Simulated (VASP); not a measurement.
# O (Pm-3m) in VASP: a series of runs, part 2 of 2

VASP 6.6.1.

## (5) Relaxation of cell and atoms, PBE, target pressure -1.5 GPa, at which the enthalpy is minimised

This run uses another cell than the first one, of 8.76 Å³/atom.

INCAR

```
SYSTEM = O
ALGO     = Normal         ! electronic algorithm
EDIFF    = 1E-6           ! SCF threshold, eV
EDIFFG   = -0.005         ! ionic threshold
ENCUT    = 600            ! plane-wave cutoff, eV
GGA      = PE             ! functional
IBRION   = 2              ! ionic algorithm
ISIF     = 3              ! what is computed and relaxed
ISMEAR   = -1             ! smearing method
LASPH    = .True.         ! aspherical terms in the spheres
LCHARG   = .False.        ! write CHGCAR
LREAL    = .False.        ! projectors in reciprocal space
LWAVE    = .False.        ! write WAVECAR
NELM     = 100            ! most SCF steps
NSW      = 60             ! ionic steps
PREC     = Accurate       ! precision mode
PSTRESS  = -15.0        
SIGMA    = 0.08           ! smearing width, eV
```

KPOINTS

```
k-points
0
Gamma
  17 17 17
  0 0 0
```

POSCAR

```
O
1.0
    2.0616947823      0.0000000000      0.0000000000
    0.0000000000      2.0616947823      0.0000000000
    0.0000000000      0.0000000000      2.0616947823
O
1
Direct
    0.0000000000      0.0000000000      0.0000000000
```

Potentials or basis: VASP PAW PBE potentials, release 64 (O).

Launch:

```sh
> cat potpaw_PBE.64/O/POTCAR > POTCAR
> mpirun -np 1 vasp_std > vasp.out
```

OUTCAR:

```text
SYSTEM = O
   EDIFF = 1E-6
   EDIFFG = -0.005
   ENCUT = 600
   GGA = PE
   IBRION = 2
   ISIF = 3
   ISMEAR = -1
   LASPH = .True.
   LREAL = .False.
   NELM = 100
   NSW = 60
   PREC = Accurate
   PSTRESS = -15.0

 ion  position               nearest neighbor table
   1  0.000  0.000  0.000-

  LATTYP: Found a simple cubic cell.
 ALAT       =     2.0616947823

  Lattice vectors:

 A1 = (   2.0616947823,   0.0000000000,   0.0000000000)
 A2 = (   0.0000000000,   2.0616947823,   0.0000000000)
 A3 = (   0.0000000000,   0.0000000000,   2.0616947823)

Analysis of symmetry for initial positions (statically):
=====================================================================
 Subroutine PRICEL returns:
 Original cell was already a primitive cell.

 Routine SETGRP: Setting up the symmetry group for a
 simple cubic supercell.

 Subroutine GETGRP returns: Found 48 space group operations
 (whereof 48 operations were pure point group operations)
 out of a pool of 48 trial point group operations.

The static configuration has the point symmetry O_h .

Analysis of symmetry for dynamics (positions and initial velocities):
=====================================================================
 Subroutine PRICEL returns:
 Original cell was already a primitive cell.

 Routine SETGRP: Setting up the symmetry group for a
 simple cubic supercell.

 Subroutine GETGRP returns: Found 48 space group operations
 (whereof 48 operations were pure point group operations)
 out of a pool of 48 trial point group operations.

The dynamic configuration has the point symmetry O_h .

 Subroutine INISYM returns: Found 48 space group operations
 (whereof 48 operations are pure point group operations),
 and found     1 'primitive' translations

----------------------------------------------------------------------------------------

[... 119 lines left out ...]
   LEPSILON=     F    determine dielectric tensor
   LRPA    =     F    only Hartree local field effects (RPA)
 conjugate gradient relaxation of ions
 non-spin polarized calculation
  energy-cutoff  :      600.00
  volume of cell :        8.76
 maximum number of plane-waves:       303
   NGX =  9   NGY =  9   NGZ =  9

--------------------------------------- Ionic step        1  -------------------------------------------

 number of electron       6.0000005 magnetization

 Free energy of the ion-electron system (eV)
  ---------------------------------------------------
  ext. energy  EPLUGINS =         0.00000000
  ---------------------------------------------------
  free energy    TOTEN  =        -3.08900402 eV

  energy without entropy =       -3.07335970  energy(sigma->0) =       -3.08118186

------------------------ aborting loop because EDIFF is reached ----------------------------------------

  FORCE on cell =-STRESS in cart. coord.  units (eV):
  Direction    XX          YY          ZZ          XY          YZ          ZX
  --------------------------------------------------------------------------------------
  -------------------------------------------------------------------------------------
  Total       -0.7365444     -0.7365444     -0.7365444      0.0000000     -0.0000000      0.0000000
  in kB     -134.6593181   -134.6593181   -134.6593181      0.0000000     -0.0000000      0.0000000
  external PRESSURE =    -119.6593181 kB  Pullay stress =     -15.0000000 kB
[... 61 lines left out ...]
--------------------------------------- Ionic step        3  -------------------------------------------

 number of electron       6.0000000 magnetization

 Free energy of the ion-electron system (eV)
  ---------------------------------------------------
  ext. energy  EPLUGINS =         0.00000000
  ---------------------------------------------------
  free energy    TOTEN  =        -3.12659076 eV

  energy without entropy =       -3.11205412  energy(sigma->0) =       -3.11932244

 E-fermi :   2.4576     XC(G=0): -11.8437

 val. band max:        2.4515123503   @ k =   0.1176   0.1176   0.0588
 cond. band min:       2.4999439374   @ k =   0.4706   0.1765   0.1176
 fundamental gap:      0.0484315871
 Fermi energy:         2.4576444596

 k-point     1 :       0.0000    0.0000    0.0000
  band No.  band energies     occupation
      1     -19.6056      2.00000
      2       3.5393      0.00000
      3       3.5393      0.00000
      4       3.5393      0.00000
      5      18.3412      0.00000
      6      29.5114      0.00000
      7      29.5114      0.00000
[... 221 lines left out ...]
 k-point    24 :       0.4706    0.1176    0.0000
  band No.  band energies     occupation
      1     -16.0121      2.00000
      2      -5.2055      2.00000
      3       3.4669      0.00001
      4       4.5961      0.00000
      5      22.6490      0.00000
      6      28.4520      0.00000
      7      35.7571      0.00000

 [... further k-points ...]

------------------------ aborting loop because EDIFF is reached ----------------------------------------

  FORCE on cell =-STRESS in cart. coord.  units (eV):
  Direction    XX          YY          ZZ          XY          YZ          ZX
  --------------------------------------------------------------------------------------
  -------------------------------------------------------------------------------------
  Total       -0.0739785     -0.0739785     -0.0739785     -0.0000000     -0.0000000      0.0000000
  in kB      -14.7932306    -14.7932306    -14.7932306     -0.0000000     -0.0000000      0.0000000
  external PRESSURE =       0.2067694 kB  Pullay stress =     -15.0000000 kB
[... 20 lines left out ...]
  energy  without entropy=       -3.1120541242  energy(sigma->0) =       -3.11932244

  enthalpy is  TOTEN    =        -3.2016033014 eV   P V=       -0.0750125435

 reached required accuracy - stopping structural energy minimisation
```

OSZICAR:

```text
N       E                     dE             d eps       ncg     rms          rms(c)
DAV:   1     0.633259999355E+01    0.63326E+01   -0.40192E+03  2429   0.923E+02
DAV:   2    -0.305021323884E+01   -0.93828E+01   -0.87639E+01  2926   0.100E+02
DAV:   3    -0.308583979775E+01   -0.35627E-01   -0.35583E-01  2562   0.712E+00
DAV:   4    -0.308586379360E+01   -0.23996E-04   -0.23996E-04  2835   0.196E-01
[... 17 lines left out ...]
DAV:   1    -0.312782081084E+01   -0.92376E-03   -0.37901E-02  2310   0.213E+00    0.254E-01
DAV:   2    -0.312675126609E+01    0.10695E-02   -0.21693E-03  2310   0.435E-01    0.937E-02
DAV:   3    -0.312659381118E+01    0.15745E-03   -0.65434E-04  2317   0.237E-01    0.760E-03
DAV:   4    -0.312659095935E+01    0.28518E-05   -0.35066E-06  2380   0.249E-02    0.173E-03
DAV:   5    -0.312659075788E+01    0.20147E-06   -0.14001E-07  1155   0.407E-03
   3 F= -.32016033E+01 E0= -.31943350E+01  d E =-.305540E-01
```

Wall time 7 s (1 thread of Intel Xeon Platinum 8259CL at 2.50GHz (Skylake/Cascade Lake), shared host); peak memory 0.11 GiB.

Results:

```
Free energy                                                : -3.1266 eV
Relaxed volume                                             : 8.01 Å³/atom
Relaxed cell                                               : a = 2.001 Å, b = 2.001 Å, c = 2.001 Å, α = 90.00°, β = 90.00°, γ = 90.00°
Space group after relaxing (to 0.1 Å)                      : Pm-3m (No. 221)
Energy change on relaxing (the run minimises the enthalpy) : -37.6 meV/atom
Ionic steps                                                : 3
Pressure after relaxing                                    : -1.5 GPa
Band gap on the k mesh                                     : zero (bands 3 and 4 overlap by 5.51 eV)
```

The path:
```csv
step,energy change (eV),largest force (eV/Å),pressure (GPa),volume (Å³)
1,0.0000,0.0000,-13.47,8.76
2,-0.0379,0.0000,-0.36,7.96
3,-0.0376,0.0000,-1.48,8.01
```

Final structure:
```xyz
1
Lattice="2.0010 0.0000 0.0000 0.0000 2.0010 0.0000 0.0000 0.0000 2.0010" Properties=species:S:1:pos:R:3 pbc="T T T"
O     0.0000    0.0000    0.0000
```

Caveat: the cell is relaxed towards a set pressure, so the run minimises the enthalpy, not the energy.

## (6) The runs side by side

| task | cell | cutoff (eV) | gap on the mesh (eV) | pressure (GPa) |
| --- | --- | --- | --- | --- |
| single point | a = 2.004 Å, 1 atom | 520 | none | -1.9 |
| single point | a = 2.003 Å, 1 atom | 520 | none | -1.8 |
| relaxation of cell and atoms | relaxed to -1.5 GPa from a = 2.004 Å, 1 atom | 600 | none | -1.5 |
| relaxation of cell and atoms | relaxed to -1.5 GPa from a = 2.062 Å, 1 atom | 600 | none | -1.5 |

Alike in all rows: level PBE; potentials or basis VASP PAW PBE potentials, release 64 (O); no spin polarisation; k mesh 17 × 17 × 17; smearing fermi-dirac 0.08 eV.

Caveats: the cell is relaxed towards a set pressure, so the run minimises the enthalpy, not the energy (at least some runs).

Absolute energies hang on the potentials; compare differences alone.

The gap in the log of VASP goes by the Fermi energy; the results here count the filled bands.